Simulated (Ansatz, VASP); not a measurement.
## SiC in VASP and in Ansatz

File POSCAR:

```
SiC
1.0
    3.0775549649      0.0000000000      0.0000000000
   -1.5387774824      2.6652407811      0.0000000000
    0.0000000000      0.0000000000     10.0767216789
Si C
4 4
Direct
    0.6666666667      0.3333333333      0.9378415300
    0.3333333333      0.6666666667      0.4378415300
    0.0000000000      0.0000000000      0.6878903910
    0.0000000000      0.0000000000      0.1878903910
    0.6666666667      0.3333333333      0.7498007685
    0.3333333333      0.6666666667      0.2498007685
    0.0000000000      0.0000000000      0.5004663105
    0.0000000000      0.0000000000      0.0004663105
```

Contents of INCAR.step1:

```
SYSTEM = SiC
PREC = Accurate
ENCUT = 520
ISMEAR = 0
SIGMA = 0.01
LREAL = .FALSE.
LASPH = .TRUE.
NELM = 100
NBANDS = 26
GGA = PE
ALGO = Normal
EDIFF = 1E-4
LWAVE = .TRUE.
LCHARG = .FALSE.
```

File INCAR.step2:

```
SYSTEM = SiC
PREC = Accurate
ENCUT = 520
EDIFF = 1E-6
ISMEAR = 0
SIGMA = 0.01
LREAL = .FALSE.
LASPH = .TRUE.
NELM = 100
ALGO = Normal
ISIF = 2
LWAVE = .FALSE.
LCHARG = .TRUE.
METAGGA = R2SCAN
LMIXTAU = .TRUE.
LELF = .TRUE.
LVHAR = .TRUE.
NBANDS = 26
ISTART = 1
```

File KPOINTS:

```
regular mesh
0
G
  12 12 4
  0 0 0
```

Input for Ansatz:

```yaml
crystal:
  lattice:
    - [3.0775549649, 0.0, 0.0]
    - [-1.5387774824, 2.6652407811, 0.0]
    - [0.0, 0.0, 10.0767216789]
  atoms:
    - { symbol: Si, position: [0.6666666667, 0.3333333333, 0.93784153] }
    - { symbol: Si, position: [0.3333333333, 0.6666666667, 0.43784153] }
    - { symbol: Si, position: [0.0, 0.0, 0.687890391] }
    - { symbol: Si, position: [0.0, 0.0, 0.187890391] }
    - { symbol: C, position: [0.6666666667, 0.3333333333, 0.7498007685] }
    - { symbol: C, position: [0.3333333333, 0.6666666667, 0.2498007685] }
    - { symbol: C, position: [0.0, 0.0, 0.5004663105] }
    - { symbol: C, position: [0.0, 0.0, 0.0004663105] }
kpoints:
  mp_grid: { grid: [12, 12, 4] }
  band_path:
    path:
      - [0.0, 0.0, 0.0]
      - [0.5, 0.0, 0.0]
      - [0.3333333333, 0.3333333333, 0.0]
      - [0.0, 0.0, 0.5]
      - [0.5, 0.0, 0.5]
      - [0.3333333333, 0.3333333333, 0.5]
      - [0.0, 0.5, 0.0]
    npoints: 1
hamiltonian:
  xc: r2scan
scf:
  occupations: { method: fixed }
  n_extra_bands: 6
output:
  forces: true
  stress: true
  eigenvalues: true
```

Alike in both runs: task single point; functional r2SCAN; k mesh 12 × 12 × 4; no spin polarisation.

|  | VASP | Ansatz |
| --- | --- | --- |
| version | VASP 6.6.1 | Ansatz 0.2.0 |
| potentials or method | VASP PAW PBE potentials, release 64 (Si, C) | plane waves, PAW |
| plane-wave cutoff (eV) | 520 | 500 |
| occupations | gaussian, width 0.01 eV | fixed |
| valence electrons in the cell | 32 | 32 |

|  | VASP | Ansatz | Ansatz less VASP |
| --- | --- | --- | --- |
| gap on the k mesh at the Fermi level (eV) | 2.61 | 2.60 | -0.011 |
| pressure (GPa) | -0.2 | 0.0 | +0.19 |

VASP's potentials were made for PBE, not for r2SCAN.
